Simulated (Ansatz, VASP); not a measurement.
## Two plane-wave programs on Ge2Sb2Te

```xyz
5
Lattice="5.1698 0.0000 0.0000 -2.5849 4.4772 0.0000 0.0000 0.0000 6.1144" Properties=species:S:1:pos:R:3 pbc="T T T"
Ge    0.0000    2.9848    3.0572
Ge    2.5849    1.4924    3.0572
Sb    0.0000    2.9848    0.0000
Sb    2.5849    1.4924    0.0000
Te    0.0000    0.0000    3.0572
```

Alike in both runs: functional PBE; k mesh 6 × 6 × 2; occupations gaussian, width 0.1 eV; no spin polarisation.

Ansatz relaxed the structure, and its values are those at the end. VASP's run is a single point on that final structure, the one shown.

|  | VASP | Ansatz |
| --- | --- | --- |
| version | VASP 6.6.1 | Ansatz 0.2.0 |
| potentials or method | VASP PAW PBE potentials, release 64 (Ge_d, Sb, Te), cutoff 520 eV | scalar-relativistic, plane waves, PAW |
| valence electrons in the cell | 44 | 74 |

```tsv
	VASP	Ansatz	Ansatz less VASP
gap on the k mesh at the Fermi level (eV)	none	none	-
pressure (GPa)	0.0	0.0	-0.01
```

A gap of «none» marks a metal or a gap that the smearing closes. VASP's potentials hold 44 valence electrons a cell and Ansatz's 74, so a difference there can come from the potentials and not from the codes.

The k mesh is coarse, so the values compare programs but aren't converged. Spin-orbit coupling is off throughout.
